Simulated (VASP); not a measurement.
# BN (Fmm2) in VASP: G0W0 quasiparticle levels with PBE

Aim: the G0W0 quasiparticle levels of BN with PBE.

Program: VASP 6.6.1. These are calculated values, not measurements. Logs are shortened: lines on timing, memory, paths and dates and some standing lists are left out, and cuts for length are marked.

## Step 1: The cell of the first run

Symmetry: Fmm2, No. 42, orthorhombic system. Conventional cell: a = 2.502 Å, b = 6.586 Å, c = 4.327 Å, α = 90.00°, β = 90.00°, γ = 90.00°. Within 1.9 Å of B (site symmetry mm2) lie 3 N at 1.44 Å. Within 1.9 Å of N (site symmetry mm2) lie 3 B at 1.44 Å.

## Step 2: G0W0 quasiparticle levels, PBE

POSCAR

```
BN
1.0
    0.0000000000      3.2928569245      2.1632761898
    1.2509583898      0.0000000000      2.1632761898
    1.2509583898      3.2928569245      0.0000000000
B N
1 1
Direct
    0.0001138439      0.0001138439      0.9998861561
    0.6665861461      0.6665861461      0.3334138539
```

INCAR.step1

```
ALGO = Normal ; EDIFF = 1E-8
ENCUT = 500 ; GGA = PE
ISMEAR = 0 ; LASPH = T
LCHARG = F ; LREAL = F
LWAVE = T ; NELM = 100
PREC = Accurate ; SIGMA = 0.01
```

INCAR.step2

```
ALGO = Exact ; EDIFF = 1E-8
ENCUT = 500 ; GGA = PE
ISMEAR = 0 ; ISTART = 1
LASPH = T ; LCHARG = F
LOPTICS = T ; LREAL = F
LWAVE = T ; NBANDS = 94
NELM = 1 ; PREC = Accurate
SIGMA = 0.01
```

INCAR.step3

```
ALGO = EVGW0 ; EDIFF = 1E-8
ENCUT = 500 ; ENCUTGW = 60.0
GGA = PE ; ISMEAR = 0
ISTART = 1 ; LASPH = T
LCHARG = F ; LREAL = F
LWAVE = F ; NBANDS = 94
NBANDSGW = 12 ; NELMGW = 1
NOMEGA = 48 ; PREC = Accurate
PRECFOCK = Fast ; SIGMA = 0.01
```

KPOINTS

```
k-points
0
Gamma
  4 4 4
```

Potentials or basis: VASP PAW PBE potentials, release 64 (B_GW, N_GW).

Run with:

```
cat potpaw_PBE.64/B_GW/POTCAR potpaw_PBE.64/N_GW/POTCAR > POTCAR
cp INCAR.step1 INCAR
mpirun -np 1 vasp_std > vasp.out
cp INCAR.step2 INCAR
mpirun -np 1 vasp_std > vasp.out
cp INCAR.step3 INCAR
mpirun -np 1 vasp_std > vasp.out
```

OUTCAR:

```text
EDIFF = 1E-8
   ENCUT = 500
   ENCUTGW = 60.0
   GGA = PE
   ISMEAR = 0
   ISTART = 1
   LASPH = T
   LREAL = F
   NELMGW = 1
   PREC = Accurate
   PRECFOCK = Fast

 ion  position               nearest neighbor table
   1  0.000  0.000  1.000-   2 1.44   2 1.44   2 1.44
   2  0.667  0.667  0.333-   1 1.44   1 1.44   1 1.44

  LATTYP: Found a face centered orthorhombic cell.
 ALAT       =     2.5019167796
 B/A-ratio  =     1.7292950808
 C/A-ratio  =     2.6322673491

  Lattice vectors:

 A1 = (   0.0000000000,   3.2928569245,   2.1632761898)
 A2 = (  -1.2509583898,   3.2928569245,   0.0000000000)
 A3 = (  -1.2509583898,   0.0000000000,   2.1632761898)

Analysis of symmetry for initial positions (statically):
=====================================================================
 Subroutine PRICEL returns:
 Original cell was already a primitive cell.

 Routine SETGRP: Setting up the symmetry group for a
 face centered orthorhombic supercell.

 Subroutine GETGRP returns: Found  4 space group operations
 (whereof  4 operations were pure point group operations)
 out of a pool of  8 trial point group operations.

The static configuration has the point symmetry C_2v.

Analysis of symmetry for dynamics (positions and initial velocities):
=====================================================================
 Subroutine PRICEL returns:
 Original cell was already a primitive cell.

 Routine SETGRP: Setting up the symmetry group for a
 face centered orthorhombic supercell.

 Subroutine GETGRP returns: Found  4 space group operations
 (whereof  4 operations were pure point group operations)
 out of a pool of  8 trial point group operations.

The dynamic configuration has the point symmetry C_2v.

 Subroutine INISYM returns: Found  4 space group operations
 (whereof  4 operations are pure point group operations),
 and found     1 'primitive' translations

----------------------------------------------------------------------------------------

                                     Primitive cell

  volume of cell :      17.8221

  direct lattice vectors                    reciprocal lattice vectors
     0.000000000  3.292856925  2.163276190    -0.399693550  0.151843828  0.231130913
     1.250958390  0.000000000  2.163276190     0.399693550 -0.151843828  0.231130913
     1.250958390  3.292856925  0.000000000     0.399693550  0.151843828 -0.231130913

  length of vectors
     3.939882054  2.498931925  3.522471237     0.486038045  0.486038045  0.486038045

  position of ions in fractional coordinates (direct lattice)
     0.000113844  0.000113844  0.999886156
     0.666586146  0.666586146  0.333413854

  ion indices of the primitive-cell ions
   primitive index   ion index
                 1           1
                 2           2

----------------------------------------------------------------------------------------

 KPOINTS: k-points

Automatic generation of k-mesh.
 Grid dimensions read from file:
 generate k-points for:    4    4    4

 Generating k-lattice:

  Cartesian coordinates                     Fractional coordinates (reciprocal lattice)
    -0.099923388  0.037960957  0.057782728     0.250000000  0.000000000 -0.000000000
     0.099923388 -0.037960957  0.057782728     0.000000000  0.250000000  0.000000000
     0.099923388  0.037960957 -0.057782728    -0.000000000  0.000000000  0.250000000

  Length of vectors
     0.121509511  0.121509511  0.121509511

  Shift w.r.t. Gamma in fractional coordinates (k-lattice)
     0.000000000  0.000000000  0.000000000

 Subroutine IBZKPT returns following result:
 ===========================================

 Found     18 irreducible k-points:

 Following reciprocal coordinates:
            Coordinates               Weight
  0.000000  0.000000  0.000000      1.000000
  0.250000  0.000000 -0.000000      8.000000
  0.500000  0.000000 -0.000000      4.000000
  0.250000  0.250000  0.000000      2.000000
  0.500000  0.250000  0.000000      8.000000
 -0.250000  0.250000  0.000000      4.000000
[... 10 lines left out ...]
 -0.250000  0.250000  0.500000      2.000000
  0.000000  0.500000  0.500000      1.000000
   k-points           NKPTS =     18   k-points in BZ     NKDIM =     64   number of bands    NBANDS=     94
   number of dos      NEDOS =    301   number of ions     NIONS =      2
   total plane-waves  NPLWV =  15120
   dimension x,y,z NGX =    30 NGY =   18 NGZ =   28
   dimension x,y,z NGXF=    60 NGYF=   36 NGZF=   56
   ions per type =               1   1
   NGX,Y,Z   is equivalent  to a cutoff of  12.66, 11.97, 13.21 a.u.
   NGXF,Y,Z  is equivalent  to a cutoff of  25.32, 23.95, 26.43 a.u.
 SYSTEM =  unknown system
   PREC   = accura    normal or accurate (medium, high low for compatibility)
   ISTART =      1    job   : 0-new  1-cont  2-samecut
   ICHARG =      0    charge: 1-file 2-atom 10-const
   ISPIN  =      1    spin polarized calculation?
   LNONCOLLINEAR =      F non collinear calculations
   LSORBIT =      F    spin-orbit coupling
   LASPH  =      T    aspherical Exc in radial PAW
   ENCUT  =  500.0 eV  36.75 Ry    6.06 a.u.   7.18  4.56  6.42*2*pi/ulx,y,z
   NELM   =     60;   NELMIN=  2; NELMDL=  0     # of ELM steps
   EDIFF  = 0.1E-07   stopping-criterion for ELM
   LREAL  =      F    real-space projection
   EDIFFG = 0.1E-06   stopping-criterion for IOM
   NSW    =      0    number of steps for IOM
   IBRION =     -1    ionic relax: 0-MD 1-quasi-New 2-CG
   NFREE  =      0    steps in history (QN), initial steepest desc. (CG)
   ISIF   =      0    stress and relaxation
   ISYM   =      3    0-nonsym 1-usesym 2-fastsym
   POTIM  = 0.5000    time-step for ionic-motion
   TEBEG  =    0.0;   TEEND  =   0.0 temperature during run
   PSTRESS=    0.0 pullay stress
   NELECT =       8.0000    total number of electrons
   NUPDOWN=      -1.0000    fix difference up-down
   EMIN   =  10.00;   EMAX   =-10.00  energy-range for DOS
   EFERMI =   0.00;   METHOD = LEGACY
   ISMEAR =     0;   SIGMA  =   0.01  broadening in eV -4-tet -1-fermi 0-gaus
   EFERMI_NEDOS =   21; number of points for ismear=-14 and -15
   IALGO  =     38    algorithm
   IMIX   =      4    mixing-type and parameters
     AMIX     =   0.40;   BMIX     =  1.00
     AMIX_MAG =   1.60;   BMIX_MAG =  1.00
  volume/ion in A,a.u.               =       8.91        60.13
  Fermi-wavevector in a.u.,A,eV,Ry     =   1.253484  2.368742 21.377788  1.571223
  Thomas-Fermi vector in A             =   2.387335
   LORBIT       =      0    0 simple, 1 ext, 2 COOP (PROOUT), +10 PAW based schemes
   GGA     = PE    functional components
   LHFCALC =     T    Hartree Fock is set to
   PRECFOCK=fast      Normal, Fast or Accurate (Low or Medium for compatibility)
   ENCUT4O =  -1.0   cutoff for four orbital integrals eV
   NKREDX  =     1    reduce k-point grid by
   NKREDY  =     1    reduce k-point grid by
   NKREDZ  =     1    reduce k-point grid by
   AEXX    =    1.0000 exact exchange contribution
   HFSCREEN=    0.0000 screening length (either q_TF or 0.3 A-1)
   HFSCREENC=   0.0000 screening length for correlation (either q_TF or 0.3 A-1)
   ENCUTFOCK=  -1.0 apply spherical cutoff to Coloumb kernel
   IVDW    =     0    specifies the selected vdW correction
   LEPSILON=     F    determine dielectric tensor
   LRPA    =     F    only Hartree local field effects (RPA)
   LRPAFORCE           =     F    calculate RPA forces
   ENCUTGW             =  60.0    cutoff for response function in eV
   ENCUTGWSOFT         =  48.0    soft cutoff for Coulomb kernel in GW response function in eV
   ENCUTLF             =  -1.0    cutoff for local field effects
   NELMGW              =     1    number of iterations in solving QP/BSE equation
   NELMHF              =     1    number of iterations in the inner HF iteration
   NKREDLFX            =     1    NKREDLFY  =   1   NKREDLFZ  =   1
 non-spin polarized calculation
 Gauss-broadening in eV      SIGMA  =   0.01
  energy-cutoff  :      500.00
  volume of cell :       17.82
 maximum number of plane-waves:       466
 NGX is ok and might be reduce to    30
  NGX = 18; NGY = 12; NGZ = 16
   NGX = 15   NGY =  9   NGZ = 13
 maximum number of plane-waves:        22
 NGX is ok and might be reduce to    10

 QP shifts <psi_nk| G(iteration)W_0 |psi_nk>: iteration 1
 for sc-GW calculations column KS-energies equals QP-energies in previous step
 and V_xc(KS)=  KS-energies - (<T + V_ion + V_H > + <T+V_H+V_ion>^1  + <V_x>^1)

 k-point   1 :       0.0000    0.0000    0.0000
  band No.  KS-energies  QP-energies   sigma(KS)   V_xc(KS)     V^pw_x(r,r')   Z            occupation Imag(sigma)

      1     -15.4423     -17.0911     -18.2525     -15.9444     -26.6280       0.7143       2.0000       1.2313
      2      -1.6790      -2.6743     -15.7606     -14.4465     -19.5286       0.7574       2.0000       0.2233
      3       1.0949       0.4158     -19.0369     -18.1913     -22.7753       0.8031       2.0000       0.1280
      4       1.0994       0.4215     -19.0591     -18.2166     -22.7939       0.8046       2.0000       0.1259
      5       7.6909       7.8979      -8.4706      -8.7174      -4.4424       0.8382       0.0000      -0.1002
      6      14.0381      15.9777     -11.8757     -14.2614      -7.1434       0.8130       0.0000      -0.1259
      7      14.1428      16.1039     -11.9441     -14.3662      -7.1936       0.8097       0.0000      -0.1266
      8      15.6529      17.5625     -12.4801     -15.0049      -6.0917       0.7563       0.0000      -0.6442
      9      17.2670      18.6868     -12.0831     -13.8898      -6.4650       0.7858       0.0000      -0.2484
     10      28.2237      29.1121      -8.9786     -10.0687      -2.5945       0.8150       0.0000      -0.8942
     11      30.6666      31.4797      -8.2414      -9.2361      -2.0602       0.8174       0.0000      -0.9299
     12      30.6776      31.6340      -9.0049     -10.1877      -3.2812       0.8086       0.0000      -0.8639

 k-point   2 :       0.2500    0.0000   -0.0000
  band No.  KS-energies  QP-energies   sigma(KS)   V_xc(KS)     V^pw_x(r,r')   Z            occupation Imag(sigma)
[... 257 lines left out ...]
      1     -12.0889     -13.8078     -19.6137     -17.4149     -27.0770       0.7818       2.0000       0.9437
      2      -6.3504      -7.5395     -17.1573     -15.5524     -22.5735       0.7409       2.0000       0.3904
      3      -1.7780      -2.6653     -18.3297     -17.1894     -22.6479       0.7781       2.0000       0.1692
      4       0.8581      -0.0281     -15.8671     -14.7486     -18.8702       0.7922       2.0000       0.1329
      5       6.1389       6.9224      -9.5345     -10.4855      -5.7313       0.8238       0.0000      -0.0929
      6      12.3791      13.6818     -11.4238     -13.0312      -6.6666       0.8104       0.0000      -0.1265
      7      17.4841      18.4327      -9.2950     -10.4547      -3.8766       0.8180       0.0000      -0.4506
      8      21.6833      23.6473     -12.8340     -15.2862      -6.4685       0.8009       0.0000      -0.7426
      9      23.3335      24.0838      -7.9518      -8.8625      -1.9440       0.8237       0.0000      -0.7354
     10      24.1921      26.7230     -12.8905     -16.0186      -6.0453       0.8091       0.0000      -0.7945
     11      28.3736      30.1317      -9.8130     -11.9232      -3.9286       0.8331       0.0000      -0.6904
     12      28.7103      30.0633      -9.8726     -11.5200      -4.2701       0.8213       0.0000      -0.7359
```

Run time: 1.9 min. Hardware: 1 thread of Intel Xeon Platinum 8259CL at 2.50GHz (Skylake/Cascade Lake), shared host; peak memory 0.22 GiB.

Results:

| Item | Value |
| --- | --- |
| Band gap on the k mesh, mean-field level | 3.96 eV, indirect (least direct gap 5.28 eV) |
| Quasiparticle gap | 5.32 eV |
| Least direct quasiparticle gap | 6.95 eV |

Caveat: the k points lie up to 0.76 Å⁻¹ apart; bands, screening cutoff and mesh are small and nothing is extrapolated, so the quasiparticle values aren't converged. A k mesh can miss the band edges.
